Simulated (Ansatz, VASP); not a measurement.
**TeP2 in VASP and in Ansatz**

INCAR

```
SYSTEM = TeP2
  PREC = Accurate
  ENCUT = 520
  EDIFF = 1E-6
  ISMEAR = 0
  SIGMA = 0.1
  LREAL = .False.
  LASPH = .True.
  NELM = 100
  ALGO = Normal
  ISIF = 2
  LWAVE = .False.
  LCHARG = .False.
  GGA = PE
  NBANDS = 15
```

Contents of KPOINTS:

```
regular mesh
0
Gamma
  6 6 4
  0 0 0
```

Contents of POSCAR:

```
TeP2
1.0
    3.2369182000      0.0000000000      0.0000000000
    0.0000000000      3.2369182000      0.0000000000
    0.0000000000      0.0000000000      6.6785747700
Te P
1 2
Direct
    0.0000000000      0.0000000000      0.0000000000
    0.5000000000      0.5000000000      0.2949999900
    0.5000000000      0.5000000000      0.7050000100
```

Input for Ansatz:

```yaml
crystal:
  lattice:
    - [3.2369182, 0.0, 0.0]
    - [0.0, 3.2369182, 0.0]
    - [0.0, 0.0, 6.67857477]
  atoms:
    - { symbol: Te, position: [0.0, 0.0, 0.0] }
    - { symbol: P, position: [0.5, 0.5, 0.29499999] }
    - { symbol: P, position: [0.5, 0.5, 0.70500001] }
basis:
  ecutwfc: 420
kpoints:
  mp_grid: { grid: [6, 6, 4] }
hamiltonian:
  xc: pbe
scf:
  occupations: { method: gaussian, width: 0.1 }
  lower_state_search: "off"
output:
  forces: true
  stress: true
  eigenvalues: true
```

Change from the starting cell: species swapped into the Ga2Cu type (P4/mmm, No. 123).

Alike in both runs: task single point; functional PBE; k mesh 6 × 6 × 4; occupations gaussian, width 0.1 eV; no spin polarisation.

|  | VASP | Ansatz |
| --- | --- | --- |
| version | VASP 6.6.1 | Ansatz 0.2.0 |
| potentials or method | VASP PAW PBE potentials, release 64 (Te, P), cutoff 520 eV | scalar-relativistic, plane waves, PAW |
| valence electrons in the cell | 16 | 26 |

|  | VASP | Ansatz | Ansatz less VASP |
| --- | --- | --- | --- |
| gap on the k mesh at the Fermi level (eV) | none | none | - |
| pressure (GPa) | -4.6 | -4.5 | +0.10 |
| traceless stress, the component that is largest in VASP (GPa) | -7.24 | -7.24 | -0.005 |
| rms of the force components (eV/Å) | 0.375 | 0.378 | +0.0031 |

Atom by atom the forces differ by 0.003 eV/Å (rms over components). A gap of «none» marks a metal or a gap that the smearing closes. VASP's potentials hold 16 valence electrons a cell and Ansatz's 26, so a difference there can come from the potentials and not from the codes.

Neither program's run includes spin-orbit coupling.
